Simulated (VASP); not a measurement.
# TaN (P-6m2) in VASP: further runs

Runs on TaN. Level: LDA. Tasks: electric field gradients.

Program: VASP 6.6.1. These are calculated values, not measurements. Logs are shortened: lines on timing, memory, paths and dates and some standing lists are left out, and cuts for length are marked.

## (1) The cell of the first run

It takes space group P-6m2 (No. 187, hexagonal). Conventional cell: a = 2.909 Å, b = 2.909 Å, c = 2.883 Å, α = 90.00°, β = 90.00°, γ = 120.00°. Within 3.0 Å of Ta (site symmetry -6m2) lie 6 N at 2.21 Å and 8 Ta at 2.88 to 2.91 Å. N (site symmetry -6m2) has 6 Ta at 2.21 Å and 8 N at 2.88 to 2.91 Å within 3.0 Å.

## (2) Electric field gradients, LDA (equal xx and yy strain of -1 %)

Input file INCAR:

```
SYSTEM = TaN
ALGO = Normal
EDIFF = 1E-8
ENCUT = 520
GGA_COMPAT = .FALSE.
ISIF = 2
ISMEAR = -1
LASPH = .TRUE.
LCHARG = .FALSE.
LEFG = .TRUE.
LREAL = .FALSE.
LWAVE = .FALSE.
NBANDS = 16
NELM = 120
PREC = Accurate
SIGMA = 0.02
```

Input file KPOINTS:

```
k-points
0
G
  12 12 10
  0 0 0
```

Input file POSCAR:

```
TaN
1.0
    2.9086188698      0.0000000000      0.0000000000
   -1.4543094349      2.5189378312      0.0000000000
    0.0000000000      0.0000000000      2.8830000000
Ta N
1 1
Direct
    0.3333333333      0.6666666667      0.5000000000
    0.0000000000      0.0000000000      0.0000000000
```

Potentials or basis: VASP PAW LDA potentials, release 64 (Ta_sv_GW, N).

On the command line:

```sh
$ cat potpaw_LDA.64/Ta_sv_GW/POTCAR potpaw_LDA.64/N/POTCAR > POTCAR
$ mpirun -np 1 vasp_std > vasp.out
```

OUTCAR:

```text
SYSTEM = TaN
   EDIFF = 1E-8
   ENCUT = 520
   ISIF = 2
   ISMEAR = -1
   LASPH = .TRUE.
   LREAL = .FALSE.
   NELM = 120
   PREC = Accurate

 ion  position               nearest neighbor table
   1  0.333  0.667  0.500-   2 2.21   2 2.21   2 2.21   2 2.21   2 2.21   2 2.21
   2  0.000  0.000  0.000-   1 2.21   1 2.21   1 2.21   1 2.21   1 2.21   1 2.21

  LATTYP: Found a hexagonal cell.
 ALAT       =     2.9086188698
 C/A-ratio  =     0.9911920843

  Lattice vectors:

 A1 = (   2.9086188698,   0.0000000000,   0.0000000000)
 A2 = (  -1.4543094349,   2.5189378312,   0.0000000000)
 A3 = (   0.0000000000,   0.0000000000,   2.8830000000)

Analysis of symmetry for initial positions (statically):
=====================================================================
 Subroutine PRICEL returns:
 Original cell was already a primitive cell.

 Routine SETGRP: Setting up the symmetry group for a
 hexagonal supercell.

 Subroutine GETGRP returns: Found 12 space group operations
 (whereof 12 operations were pure point group operations)
 out of a pool of 24 trial point group operations.

The static configuration has the point symmetry D_3h.

Analysis of symmetry for dynamics (positions and initial velocities):
=====================================================================
 Subroutine PRICEL returns:
 Original cell was already a primitive cell.

 Routine SETGRP: Setting up the symmetry group for a
 hexagonal supercell.

 Subroutine GETGRP returns: Found 12 space group operations
 (whereof 12 operations were pure point group operations)
 out of a pool of 24 trial point group operations.

The dynamic configuration has the point symmetry D_3h.

 Subroutine INISYM returns: Found 12 space group operations
 (whereof 12 operations are pure point group operations),
 and found     1 'primitive' translations

----------------------------------------------------------------------------------------

                                     Primitive cell

  volume of cell :      21.1227

  direct lattice vectors                    reciprocal lattice vectors
     2.908618870  0.000000000  0.000000000     0.343805787  0.198496364  0.000000000
    -1.454309435  2.518937831  0.000000000     0.000000000  0.396992727  0.000000000
     0.000000000  0.000000000  2.883000000     0.000000000  0.000000000  0.346860909

  length of vectors
     2.908618870  2.908618870  2.883000000     0.396992727  0.396992727  0.346860909

  position of ions in fractional coordinates (direct lattice)
     0.333333333  0.666666667  0.500000000
     0.000000000  0.000000000  0.000000000

  ion indices of the primitive-cell ions
   primitive index   ion index
                 1           1
                 2           2

----------------------------------------------------------------------------------------

 KPOINTS: k-points

Automatic generation of k-mesh.
 Grid dimensions read from file:
 generate k-points for:   12   12   10

 Generating k-lattice:

  Cartesian coordinates                     Fractional coordinates (reciprocal lattice)
     0.028650482  0.016541364  0.000000000     0.083333333 -0.000000000  0.000000000
     0.000000000  0.033082727  0.000000000     0.000000000  0.083333333  0.000000000
     0.000000000  0.000000000  0.034686091     0.000000000  0.000000000  0.100000000

  Length of vectors
     0.033082727  0.033082727  0.034686091

  Shift w.r.t. Gamma in fractional coordinates (k-lattice)
     0.000000000  0.000000000  0.000000000

 Subroutine IBZKPT returns following result:
 ===========================================

 Found    114 irreducible k-points:

 Following reciprocal coordinates:
            Coordinates               Weight
  0.000000  0.000000  0.000000      1.000000
  0.083333  0.000000  0.000000      6.000000
  0.166667  0.000000  0.000000      6.000000
  0.250000  0.000000  0.000000      6.000000
  0.333333  0.000000  0.000000      6.000000
  0.416667  0.000000  0.000000      6.000000
[... 16 lines left out ...]
  0.250000  0.000000  0.100000     12.000000
  0.333333  0.000000  0.100000     12.000000
 [... further k-points ...]
   k-points           NKPTS =    114   k-points in BZ     NKDIM =    114   number of bands    NBANDS=     16
   number of dos      NEDOS =    301   number of ions     NIONS =      2
   total plane-waves  NPLWV =  13824
   dimension x,y,z NGX =    24 NGY =   24 NGZ =   24
   dimension x,y,z NGXF=    48 NGYF=   48 NGZF=   48
   ions per type =               1   1
   NGX,Y,Z   is equivalent  to a cutoff of  13.72, 13.72, 13.84 a.u.
   NGXF,Y,Z  is equivalent  to a cutoff of  27.44, 27.44, 27.68 a.u.
 SYSTEM =  TaN
   PREC   = accura    normal or accurate (medium, high low for compatibility)
   ISTART =      0    job   : 0-new  1-cont  2-samecut
   ICHARG =      2    charge: 1-file 2-atom 10-const
   ISPIN  =      1    spin polarized calculation?
   LNONCOLLINEAR =      F non collinear calculations
   LSORBIT =      F    spin-orbit coupling
   LASPH  =      T    aspherical Exc in radial PAW
   ENCUT  =  520.0 eV  38.22 Ry    6.18 a.u.   5.41  5.41  5.36*2*pi/ulx,y,z
   NELM   =    120;   NELMIN=  2; NELMDL= -5     # of ELM steps
   EDIFF  = 0.1E-07   stopping-criterion for ELM
   LREAL  =      F    real-space projection
   EDIFFG = 0.1E-06   stopping-criterion for IOM
   NSW    =      0    number of steps for IOM
   IBRION =     -1    ionic relax: 0-MD 1-quasi-New 2-CG
   NFREE  =      0    steps in history (QN), initial steepest desc. (CG)
   ISIF   =      2    stress and relaxation
   ISYM   =      2    0-nonsym 1-usesym 2-fastsym
   POTIM  = 0.5000    time-step for ionic-motion
   TEBEG  =    0.0;   TEEND  =   0.0 temperature during run
   PSTRESS=    0.0 pullay stress
   NELECT =      18.0000    total number of electrons
   NUPDOWN=      -1.0000    fix difference up-down
   EMIN   =  10.00;   EMAX   =-10.00  energy-range for DOS
   EFERMI =   0.00;   METHOD = LEGACY
   ISMEAR =    -1;   SIGMA  =   0.02  broadening in eV -4-tet -1-fermi 0-gaus
   EFERMI_NEDOS =   21; number of points for ismear=-14 and -15
   IALGO  =     38    algorithm
   IMIX   =      4    mixing-type and parameters
     AMIX     =   0.40;   BMIX     =  1.00
     AMIX_MAG =   1.60;   BMIX_MAG =  1.00
  volume/ion in A,a.u.               =      10.56        71.27
  Fermi-wavevector in a.u.,A,eV,Ry     =   1.552087  2.933019 32.776077  2.408974
  Thomas-Fermi vector in A             =   2.656513
   LORBIT       =      0    0 simple, 1 ext, 2 COOP (PROOUT), +10 PAW based schemes
   GGA     = CA    functional components
   LHFCALC =     F    Hartree Fock is set to
   AEXX    =    0.0000 exact exchange contribution
   IVDW    =     0    specifies the selected vdW correction
   LEPSILON=     F    determine dielectric tensor
   LRPA    =     F    only Hartree local field effects (RPA)
 non-spin polarized calculation
  energy-cutoff  :      520.00
  volume of cell :       21.12
 maximum number of plane-waves:       593
 NGX is ok and might be reduce to    24
   NGX = 11   NGY = 11   NGZ = 11

 number of electron      18.0000000 magnetization

 Free energy of the ion-electron system (eV)
  ---------------------------------------------------
  ext. energy  EPLUGINS =         0.00000000
  ---------------------------------------------------
  free energy    TOTEN  =       -27.22095386 eV

  energy without entropy =      -27.22086023  energy(sigma->0) =      -27.22090705

 E-fermi :  12.5107     XC(G=0): -14.0939

 val. band max:       12.3889574646   @ k =   0.0000   0.0000   0.4000
 cond. band min:      12.5466495191   @ k =   0.0833   0.0000   0.5000
 fundamental gap:      0.1576920545
 Fermi energy:        12.5107307432

 k-point     1 :       0.0000    0.0000    0.0000
  band No.  band energies     occupation
      1     -55.6245      2.00000
      2     -22.1705      2.00000
      3     -21.8585      2.00000
      4     -21.8585      2.00000
      5      -5.2312      2.00000
      6       7.8724      2.00000
[... 8 lines left out ...]
     15      25.5059      0.00000
     16      28.8348      0.00000

 k-point     2 :       0.0833    0.0000    0.0000
  band No.  band energies     occupation
      1     -55.6185      2.00000
      2     -22.1599      2.00000
      3     -21.9429      2.00000
      4     -21.8763      2.00000
      5      -5.0796      2.00000
      6       7.4347      2.00000
[... 8 lines left out ...]
     15      25.5014      0.00000
     16      29.1236      0.00000
[... 387 lines left out ...]
      5      -3.9503      2.00000
      6       5.6497      2.00000
[... 8 lines left out ...]
     15      25.3822      0.00000
     16      29.6799      0.00000

 k-point    24 :       0.3333    0.0000    0.1000
  band No.  band energies     occupation
      1     -55.5525      2.00000
      2     -22.7291      2.00000
      3     -22.1348      2.00000
      4     -22.0459      2.00000
      5      -3.3964      2.00000
      6       4.8292      2.00000
[... 8 lines left out ...]
     15      25.7454      0.00000
     16      28.7930      0.00000

 [... further k-points ...]
[... 5 lines left out ...]
  --------------------------------------------------------------------------------------
  -------------------------------------------------------------------------------------
  Total       -0.2164842     -0.2164842     -1.1646198      0.0000000     -0.0000000      0.0000000
  in kB      -16.4205558    -16.4205558    -88.3376490      0.0000000     -0.0000000      0.0000000
  external PRESSURE =     -40.3929202 kB  Pullay stress =       0.0000000 kB

 VOLUME and BASIS-vectors are now :
 -----------------------------------------------------------------------------
  energy-cutoff  :      520.00
  volume of cell :       21.12
      direct lattice vectors                 reciprocal lattice vectors
     2.908618870  0.000000000  0.000000000     0.343805787  0.198496364  0.000000000
    -1.454309435  2.518937831  0.000000000     0.000000000  0.396992727  0.000000000
     0.000000000  0.000000000  2.883000000     0.000000000  0.000000000  0.346860909

 POSITION                                       TOTAL-FORCE (eV/Angst)
 -----------------------------------------------------------------------------------
     -0.00000      1.67929      1.44150        -0.000000      0.000000      0.000000
      0.00000      0.00000      0.00000         0.000000     -0.000000      0.000000
 -----------------------------------------------------------------------------------
    total drift:                                0.000000     -0.000000     -0.000000

  FREE ENERGIE OF THE ION-ELECTRON SYSTEM (eV)
  ---------------------------------------------------
  free  energy   TOTEN  =       -27.2209538647 eV

  energy  without entropy=      -27.2208602260  energy(sigma->0) =      -27.22090705

 Electric field gradients (V/A^2)
---------------------------------------------------------------------
 ion       V_xx      V_yy      V_zz      V_xy      V_xz      V_yz
---------------------------------------------------------------------
   1     -19.480   -19.481    38.961    -0.000     0.000    -0.000
   2      -0.661    -0.662     1.323    -0.001    -0.000    -0.000
---------------------------------------------------------------------

 Electric field gradients after diagonalization (V/A^2)
 (convention: |V_zz| > |V_xx| > |V_yy|)
----------------------------------------------------------------------
 ion       V_xx      V_yy      V_zz     asymmetry (V_yy - V_xx)/ V_zz
----------------------------------------------------------------------
   1     -19.481   -19.480    38.961       0.000
   2      -0.662    -0.661     1.323       0.001
----------------------------------------------------------------------

           NMR quadrupolar parameters

 Cq : quadrupolar parameter    Cq=e*Q*V_zz/h
 eta: asymmetry parameters     (V_yy - V_xx)/ V_zz
 Q  : nuclear electric quadrupole moment in mb (millibarn)
----------------------------------------------------------------------
 ion       Cq(MHz)       eta       Q (mb)
----------------------------------------------------------------------
   1       0.094       0.000       1.000
   2       0.003       0.001       1.000
----------------------------------------------------------------------
```

It took 18 s on 1 thread of Intel Xeon Platinum 8488C (Sapphire Rapids), shared host; peak memory 0.17 GiB.

Results:

| Property | Result |
| --- | --- |
| Free energy | -27.2210 eV |
| Pressure | -4.0 GPa |
| Band gap on the k mesh | zero (bands 9 and 10 overlap by 0.51 eV) |
| Largest electric field gradient by atom | Ta +39.0; N +1.3 V/Å² |

Levels at points of the mesh, in eV from the Fermi level:
| k point | band 7 | band 8 | band 9 | band 10 | band 11 | band 12 |
| --- | --- | --- | --- | --- | --- | --- |
| (0.00, 0.00, 0.00) | -4.64 | -4.40 | -3.05 | 2.50 | 3.52 | 3.52 |
| (0.50, 0.00, 0.00) | -5.46 | -3.65 | -3.19 | 2.90 | 4.15 | 5.14 |
| (0.00, 0.00, 0.50) | -3.80 | -3.80 | -0.22 | -0.22 | 2.25 | 3.31 |
| (0.50, 0.00, 0.50) | -6.30 | -5.81 | -0.36 | 4.25 | 5.46 | 6.06 |

Electric field gradients, principal values (V/Å²):
| atom | least | middle | greatest (by size) |
| --- | --- | --- | --- |
| 1 Ta | -19.480 | -19.481 | 38.961 |
| 2 N | -0.661 | -0.662 | 1.323 |

Caveat: the cell differs from its parent crystal (equal xx and yy strain of -1 %); the stress differs along the axes, from -9 to -2 GPa; without QUAD_EFG the Cq values of the log hold for a quadrupole moment of 1 mb, not for the nuclei; spin-orbit coupling is left out, which moves the levels of the heavy elements.

## (3) Electric field gradients, LDA (10.56 Å³/atom)

Input file INCAR:

```
SYSTEM = TaN
PREC = Accurate
ENCUT = 520
EDIFF = 1E-8
ISMEAR = -1
SIGMA = 0.02
LREAL = .False.
LASPH = .True.
NELM = 120
ALGO = Normal
ISIF = 2
LWAVE = .False.
LCHARG = .False.
LEFG = .True.
NBANDS = 16
GGA_COMPAT = .False.
```

Input file KPOINTS:

```
Automatic mesh
0
Gamma
  12 12 10
  0 0 0
```

Input file POSCAR:

```
TaN
1.0
    2.9182801511      0.0000000000      0.0000000000
   -1.4591400756      2.5273047463      0.0000000000
    0.0000000000      0.0000000000      2.8636504237
Ta N
1 1
Direct
    0.3333333333      0.6666666667      0.5000000000
    0.0000000000      0.0000000000      0.0000000000
```

Potentials or basis: VASP PAW LDA potentials, release 64 (Ta_sv_GW, N).

On the command line:

```sh
$ cat potpaw_LDA.64/Ta_sv_GW/POTCAR potpaw_LDA.64/N/POTCAR > POTCAR
$ mpirun -np 1 vasp_std > vasp.out
```

OUTCAR:

```text
SYSTEM = TaN
   PREC = Accurate
   ENCUT = 520
   EDIFF = 1E-8
   ISMEAR = -1
   LREAL = .False.
   LASPH = .True.
   NELM = 120
   ISIF = 2

 ion  position               nearest neighbor table
   1  0.333  0.667  0.500-   2 2.21   2 2.21   2 2.21   2 2.21   2 2.21   2 2.21
   2  0.000  0.000  0.000-   1 2.21   1 2.21   1 2.21   1 2.21   1 2.21   1 2.21

  LATTYP: Found a hexagonal cell.
 ALAT       =     2.9182801511
 C/A-ratio  =     0.9812801635

  Lattice vectors:

 A1 = (   2.9182801511,   0.0000000000,   0.0000000000)
 A2 = (  -1.4591400756,   2.5273047463,   0.0000000000)
 A3 = (   0.0000000000,   0.0000000000,   2.8636504237)

Analysis of symmetry for initial positions (statically):
=====================================================================
 Subroutine PRICEL returns:
 Original cell was already a primitive cell.

 Routine SETGRP: Setting up the symmetry group for a
 hexagonal supercell.

 Subroutine GETGRP returns: Found 12 space group operations
 (whereof 12 operations were pure point group operations)
 out of a pool of 24 trial point group operations.

The static configuration has the point symmetry D_3h.

Analysis of symmetry for dynamics (positions and initial velocities):
=====================================================================
 Subroutine PRICEL returns:
 Original cell was already a primitive cell.

 Routine SETGRP: Setting up the symmetry group for a
 hexagonal supercell.

 Subroutine GETGRP returns: Found 12 space group operations
 (whereof 12 operations were pure point group operations)
 out of a pool of 24 trial point group operations.

The dynamic configuration has the point symmetry D_3h.

 Subroutine INISYM returns: Found 12 space group operations
 (whereof 12 operations are pure point group operations),
[... 150 lines left out ...]

 k-point     1 :       0.0000    0.0000    0.0000
  band No.  band energies     occupation
      1     -55.6148      2.00000
      2     -22.1372      2.00000
      3     -21.8656      2.00000
      4     -21.8656      2.00000
      5      -5.2396      2.00000
      6       7.7943      2.00000
[... 433 lines left out ...]
      3     -22.1111      2.00000
      4     -22.0476      2.00000
      5      -3.4166      2.00000
      6       4.8099      2.00000
[... 8 lines left out ...]
     15      25.7179      0.00000
     16      28.7351      0.00000

 [... further k-points ...]
[... 5 lines left out ...]
  --------------------------------------------------------------------------------------
  -------------------------------------------------------------------------------------
  Total       -0.4656760     -0.4656760     -0.5425369      0.0000000     -0.0000000      0.0000000
  in kB      -35.3256266    -35.3256266    -41.1561988      0.0000000     -0.0000000      0.0000000
  external PRESSURE =     -37.2691507 kB  Pullay stress =       0.0000000 kB

 VOLUME and BASIS-vectors are now :
 -----------------------------------------------------------------------------
  energy-cutoff  :      520.00
  volume of cell :       21.12
      direct lattice vectors                 reciprocal lattice vectors
     2.918280151  0.000000000  0.000000000     0.342667581  0.197839220  0.000000000
    -1.459140076  2.527304746  0.000000000     0.000000000  0.395678440  0.000000000
     0.000000000  0.000000000  2.863650424     0.000000000  0.000000000  0.349204635

 POSITION                                       TOTAL-FORCE (eV/Angst)
 -----------------------------------------------------------------------------------
     -0.00000      1.68487      1.43183         0.000000      0.000000      0.000000
      0.00000      0.00000      0.00000        -0.000000      0.000000      0.000000
 -----------------------------------------------------------------------------------
    total drift:                                0.000000     -0.000000     -0.000000

  FREE ENERGIE OF THE ION-ELECTRON SYSTEM (eV)
  ---------------------------------------------------
  free  energy   TOTEN  =       -27.2244523598 eV

  energy  without entropy=      -27.2243520881  energy(sigma->0) =      -27.22440222

 Electric field gradients (V/A^2)
---------------------------------------------------------------------
 ion       V_xx      V_yy      V_zz      V_xy      V_xz      V_yz
---------------------------------------------------------------------
   1     -15.896   -15.896    31.792    -0.000     0.000    -0.000
   2       0.180     0.180    -0.360    -0.001    -0.000    -0.000
---------------------------------------------------------------------

 Electric field gradients after diagonalization (V/A^2)
 (convention: |V_zz| > |V_xx| > |V_yy|)
----------------------------------------------------------------------
 ion       V_xx      V_yy      V_zz     asymmetry (V_yy - V_xx)/ V_zz
----------------------------------------------------------------------
   1     -15.896   -15.896    31.792       0.000
   2       0.181     0.179    -0.360       0.004
----------------------------------------------------------------------

           NMR quadrupolar parameters

 Cq : quadrupolar parameter    Cq=e*Q*V_zz/h
 eta: asymmetry parameters     (V_yy - V_xx)/ V_zz
 Q  : nuclear electric quadrupole moment in mb (millibarn)
----------------------------------------------------------------------
 ion       Cq(MHz)       eta       Q (mb)
----------------------------------------------------------------------
   1       0.077       0.000       1.000
   2      -0.001       0.004       1.000
----------------------------------------------------------------------
```

It took 22 s on 1 thread of AMD EPYC 9R45 (Zen 5), shared host; peak memory 0.14 GiB.

What came out:

```yaml
Free_energy: -27.2245 eV
Pressure: -3.7 GPa
Band_gap_on_the_k_mesh: zero (bands 9 and 10 overlap by 0.51 eV)
Largest_electric_field_gradient_by_atom: Ta +31.8; N -0.4 V/Å²
```

Stress tensor (GPa, compression positive):
```
-3.53  0.00  0.00
 0.00 -3.53  0.00
 0.00  0.00 -4.12
```

Electric field gradients, principal values (V/Å²):
```csv
atom,least,middle,greatest (by size)
1 Ta,-15.896,-15.896,31.792
2 N,0.179,0.181,-0.360
```

Caveat: the cell stands under tension; without QUAD_EFG the Cq values of the log hold for a quadrupole moment of 1 mb, not for the nuclei; spin-orbit coupling is left out, which moves the levels of the heavy elements.

[end of part 1 of 2]

The gap in the log of VASP goes by the Fermi energy; the results here count the filled bands.